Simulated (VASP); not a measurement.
# Ca (Fm-3m) in VASP: further runs, part 2 of 2

VASP 6.6.1.

### Step 4. Equation of state, AM05

Contents of POSCAR.step1:

```
Ca
1.0
    0.0000000000      2.7077254011      2.7077254011
    2.7077254011      0.0000000000      2.7077254011
    2.7077254011      2.7077254011      0.0000000000
Ca
1
Direct
    0.0000000000      0.0000000000      0.0000000000
```

Contents of POSCAR.step2:

```
Ca
1.0
    0.0000000000      2.7371595050      2.7371595050
    2.7371595050      0.0000000000      2.7371595050
    2.7371595050      2.7371595050      0.0000000000
Ca
1
Direct
    0.0000000000      0.0000000000      0.0000000000
```

Contents of POSCAR.step3:

```
Ca
1.0
    0.0000000000      2.7659738278      2.7659738278
    2.7659738278      0.0000000000      2.7659738278
    2.7659738278      2.7659738278      0.0000000000
Ca
1
Direct
    0.0000000000      0.0000000000      0.0000000000
```

Contents of POSCAR.step4:

```
Ca
1.0
    0.0000000000      2.7942000000      2.7942000000
    2.7942000000      0.0000000000      2.7942000000
    2.7942000000      2.7942000000      0.0000000000
Ca
1
Direct
    0.0000000000      0.0000000000      0.0000000000
```

Contents of POSCAR.step5:

```
Ca
1.0
    0.0000000000      2.8218671459      2.8218671459
    2.8218671459      0.0000000000      2.8218671459
    2.8218671459      2.8218671459      0.0000000000
Ca
1
Direct
    0.0000000000      0.0000000000      0.0000000000
```

Contents of POSCAR.step6:

```
Ca
1.0
    0.0000000000      2.8490021484      2.8490021484
    2.8490021484      0.0000000000      2.8490021484
    2.8490021484      2.8490021484      0.0000000000
Ca
1
Direct
    0.0000000000      0.0000000000      0.0000000000
```

Contents of POSCAR.step7:

```
Ca
1.0
    0.0000000000      2.8756298801      2.8756298801
    2.8756298801      0.0000000000      2.8756298801
    2.8756298801      2.8756298801      0.0000000000
Ca
1
Direct
    0.0000000000      0.0000000000      0.0000000000
```

Contents of INCAR:

```
SYSTEM = Ca
GGA = AM
ISMEAR = 1
SIGMA = 0.1
LWAVE = .False.
LCHARG = .False.
ISIF = 2
NSW = 0
ENCUT = 450
PREC = Accurate
LASPH = .True.
LREAL = .False.
ALGO = Normal
EDIFF = 1E-7
NELM = 120
GGA_COMPAT = .False.
```

Contents of KPOINTS:

```
k-points
0
Gamma
  10 10 10
```

Potentials or basis: VASP PAW PBE potentials, release 64 (Ca_sv_GW).

Launch:

```bash
> cat potpaw_PBE.64/Ca_sv_GW/POTCAR > POTCAR
> cp POSCAR.step1 POSCAR
> mpirun -np 1 vasp_std > vasp.out
> cp POSCAR.step2 POSCAR
> mpirun -np 1 vasp_std > vasp.out
> cp POSCAR.step3 POSCAR
> mpirun -np 1 vasp_std > vasp.out
> cp POSCAR.step4 POSCAR
> mpirun -np 1 vasp_std > vasp.out
> cp POSCAR.step5 POSCAR
> mpirun -np 1 vasp_std > vasp.out
> cp POSCAR.step6 POSCAR
> mpirun -np 1 vasp_std > vasp.out
> cp POSCAR.step7 POSCAR
> mpirun -np 1 vasp_std > vasp.out
```

Run time: 2.5 min. Hardware: 1 thread of Intel Xeon Platinum 8259CL at 2.50GHz (Skylake/Cascade Lake), shared host; peak memory 0.16 GiB.

Results (log left out):

| Quantity | Value |
| --- | --- |
| Equilibrium volume | 41.28 Å³/atom |
| Bulk modulus | 18.2 GPa |
| Pressure derivative of the bulk modulus | 3.3 |

Energy against volume, from the lowest point:
| volume (Å³/atom) | energy (meV/atom) |
| --- | --- |
| 39.705 | 3.48 |
| 41.014 | 0.00 |
| 42.323 | 1.29 |
| 43.632 | 6.84 |
| 44.941 | 16.14 |
| 46.250 | 28.65 |
| 47.559 | 43.96 |

Caveat: the PAW data sets were made with another functional, which shifts forces and pressure a little.

### Step 5. Elastic constants, PBE+D3(BJ)

Contents of INCAR:

```
  ALGO = Normal
  EDIFF = 1E-8
  ENCUT = 500
  GGA = PE
  GGA_COMPAT = F
  IBRION = 6
  ISIF = 3
  ISMEAR = 0
  IVDW = 12
  LASPH = T
  LCHARG = T
  LREAL = F
  LWAVE = F
  NELM = 120
  NFREE = 2
  NSW = 1
  POTIM = 0.015
  PREC = Accurate
  SIGMA = 0.15
```

Contents of KPOINTS:

```
k-points
0
Gamma
  6 6 6
```

Contents of POSCAR:

```
Ca
1.0
    0.0000000000      2.7942000000      2.7942000000
    2.7942000000      0.0000000000      2.7942000000
    2.7942000000      2.7942000000      0.0000000000
Ca
1
Direct
    0.0000000000      0.0000000000      0.0000000000
```

Potentials or basis: VASP PAW PBE potentials, release 64 (Ca_sv).

Launch:

```bash
> cat potpaw_PBE.64/Ca_sv/POTCAR > POTCAR
> mpirun -np 1 vasp_std > vasp.out
```

Run time: 4.2 min. Hardware: 1 thread of Intel Xeon Platinum 8488C (Sapphire Rapids), shared host; peak memory 0.22 GiB.

The run converged. Its results:

```
Elastic constants C11, C12, C44 : 11, 17, 8 GPa
Voigt bulk modulus              : 15 GPa
Dispersion energy per atom      : -0.222 eV
```

Elastic tensor in Voigt notation (GPa, in the Cartesian axes of the cell as first typed):
```
11 17 17  0  0  0
17 11 17  0  0  0
17 17 11  0  0  0
 0  0  0  8  0  0
 0  0  0  0  8  0
 0  0  0  0  0  8
```

Clamped-ion elastic tensor (GPa):
```
11 17 17  0  0  0
17 11 17  0  0  0
17 17 11  0  0  0
 0  0  0  8  0  0
 0  0  0  0  8  0
 0  0  0  0  0  8
```

Caveat: the cell is under stress, which shifts elastic constants; the elastic tensor has a negative eigenvalue, so either the cell is unstable as it stands or the mesh is too thin.

### Step 6. Single point, PBEsol+D3(BJ) (41.89 Å³/atom)

This run uses another cell than the first one, of 41.89 Å³/atom.

Contents of POSCAR:

```
Ca
1.0
    0.0000000000      2.7564359100      2.7564359100
    2.7564359100      0.0000000000      2.7564359100
    2.7564359100      2.7564359100      0.0000000000
Ca
1
Direct
    0.0000000000      0.0000000000      0.0000000000
```

Contents of INCAR.step1:

```
ALGO = Normal ; EDIFF = 1E-6
ENCUT = 400 ; GGA = PS
GGA_COMPAT = F ; ISIF = 2
ISMEAR = 0 ; IVDW = 12
LASPH = T ; LCHARG = T
LORBIT = 11 ; LREAL = F
LWAVE = F ; NBANDS = 11
NEDOS = 2001 ; NELM = 120
PREC = Accurate ; SIGMA = 0.15
```

Contents of KPOINTS.step1:

```
k-points
0
Gamma
  8 8 8
```

Contents of INCAR.step2:

```
ALGO = Normal ; EDIFF = 1E-6
ENCUT = 400 ; GGA = PS
GGA_COMPAT = F ; ICHARG = 11
ISIF = 2 ; ISMEAR = -5
IVDW = 12 ; LASPH = T
LCHARG = F ; LORBIT = 11
LREAL = F ; LWAVE = F
NBANDS = 11 ; NEDOS = 1001
NELM = 120 ; PREC = Accurate
SIGMA = 0.15
```

Contents of KPOINTS.step2:

```
k-points
0
Gamma
  12 12 12
```

Potentials or basis: VASP PAW PBE potentials, release 64 (Ca_sv).

Launch:

```bash
> cat potpaw_PBE.64/Ca_sv/POTCAR > POTCAR
> cp INCAR.step1 INCAR
> cp KPOINTS.step1 KPOINTS
> mpirun -np 1 vasp_std > vasp.out
> cp INCAR.step2 INCAR
> cp KPOINTS.step2 KPOINTS
> mpirun -np 1 vasp_std > vasp.out
```

Run time: 10 s. Hardware: 1 thread of Intel Xeon 6975P-C (Granite Rapids), shared host; peak memory 0.16 GiB.

The run converged. Its results:

* Valence electrons inside the program's atomic spheres: Ca 8.08
* Dispersion energy per atom: -0.241 eV

Levels at points of the mesh, in eV from the Fermi level:
```
           k point  band 3  band 4  band 5  band 6  band 7  band 8
(0.00, 0.00, 0.00)  -22.82  -22.82   -4.05    2.33    2.33    2.33
(0.50, 0.00, 0.00)  -22.84  -22.84   -1.01   -0.16    2.22    2.22
(0.50, 0.50, 0.00)  -22.87  -22.87   -0.47    0.56    0.97    4.12
```

Caveat: the PAW data sets were made with another functional, which shifts forces and pressure a little; tetrahedron occupations give inexact forces and stress in metals.
